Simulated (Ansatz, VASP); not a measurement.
**One calculation of Al, two programs**

```
CELL_PARAMETERS angstrom
0.00000 2.03070 2.03070
2.03070 0.00000 2.03070
2.03070 2.03070 0.00000
ATOMIC_POSITIONS crystal
Al 0.00000 0.00000 0.00000
```

Change from the starting cell: volume scaled by 1.01.

Alike in both runs: task single point; functional PBE; k mesh 14 × 14 × 14; occupations fermi-dirac, width 0.05 eV; no spin polarisation.

|  | VASP | Ansatz |
| --- | --- | --- |
| version | VASP 6.6.1 | Ansatz 0.2.0 |
| potentials or method | VASP PAW PBE potentials, release 64 (Al), cutoff 520 eV | all-electron LAPW, scalar-relativistic |

|  | VASP | Ansatz | Ansatz less VASP |
| --- | --- | --- | --- |
| pressure (GPa) | -1.4 | -1.3 | +0.04 |

Ansatz ran all-electron here, and VASP with PAW potentials.
